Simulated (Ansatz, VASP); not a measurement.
**KHfO2 in VASP and in Ansatz**

INCAR

```
SYSTEM = KHfO2
  PREC = Accurate
  ENCUT = 600
  EDIFF = 1E-6
  ISMEAR = 0
  SIGMA = 0.1
  LREAL = .False.
  LASPH = .True.
  NELM = 100
  ALGO = Normal
  ISIF = 3
  LWAVE = .False.
  LCHARG = .False.
  GGA = PE
  IBRION = 2
  NSW = 90
  EDIFFG = -0.04
```

File KPOINTS:

```
regular mesh
0
Gamma
  6 6 4
  0 0 0
```

The input POSCAR:

```
KHfO2
1.0
    4.1958853800      0.0000000000      0.0000000000
   -2.0979426900      3.6337433300      0.0000000000
    0.0000000000      0.0000000000      5.5766422700
K Hf O
1 1 2
Direct
    0.0000000000      0.0000000000      0.5000000000
    0.0000000000      0.0000000000      0.0000000000
    0.6666666700      0.3333333300      0.5000000000
    0.3333333300      0.6666666700      0.0000000000
```

Input for Ansatz:

```yaml
crystal:
  lattice:
    - [4.19588538, 0.0, 0.0]
    - [-2.09794269, 3.63374333, 0.0]
    - [0.0, 0.0, 5.57664227]
  atoms:
    - { symbol: K, position: [0.0, 0.0, 0.5] }
    - { symbol: Hf, position: [0.0, 0.0, 0.0] }
    - { symbol: O, position: [0.66666667, 0.33333333, 0.5] }
    - { symbol: O, position: [0.33333333, 0.66666667, 0.0] }
basis:
  ecutwfc: 420
kpoints:
  mp_grid: { grid: [6, 6, 4] }
hamiltonian:
  xc: pbe
scf:
  occupations: { method: gaussian, width: 0.1 }
  lower_state_search: "off"
output:
  forces: true
  stress: true
  eigenvalues: true
relax:
  adjacent_minimum: "off"
  f_tol: 0.04
  max_steps: 70
  cell: { stress_tol: 0.4 }
```

Alike in both runs: task relaxation of cell and atoms; functional PBE; k mesh 6 × 6 × 4; occupations gaussian, width 0.1 eV; no spin polarisation.

|  | VASP | Ansatz |
| --- | --- | --- |
| version | VASP 6.6.1 | Ansatz 0.2.0 |
| potentials or method | VASP PAW PBE potentials, release 64 (K_sv, Hf_pv, O), cutoff 600 eV | scalar-relativistic, plane waves, PAW |
| valence electrons in the cell | 31 | 47 |

Ansatz gave:

* gap on the k mesh at the Fermi level, each at its own relaxed structure (eV): none
* relaxed volume (Å³/atom): 22.07
* relaxed cell length with the largest relative difference (Å): 7.291

Estimate VASP's values.

gap on the k mesh at the Fermi level, each at its own relaxed structure (eV): none; relaxed volume (Å³/atom): 20.54; relaxed cell length with the largest relative difference (Å): 6.753.

A gap of «none» marks a metal or a gap that the smearing closes. One of these differences is far larger than is usual between the two programs; its cause wasn't traced. VASP's potentials hold 31 valence electrons a cell and Ansatz's 47, so a difference there can come from the potentials and not from the codes.

Neither program's run includes spin-orbit coupling.
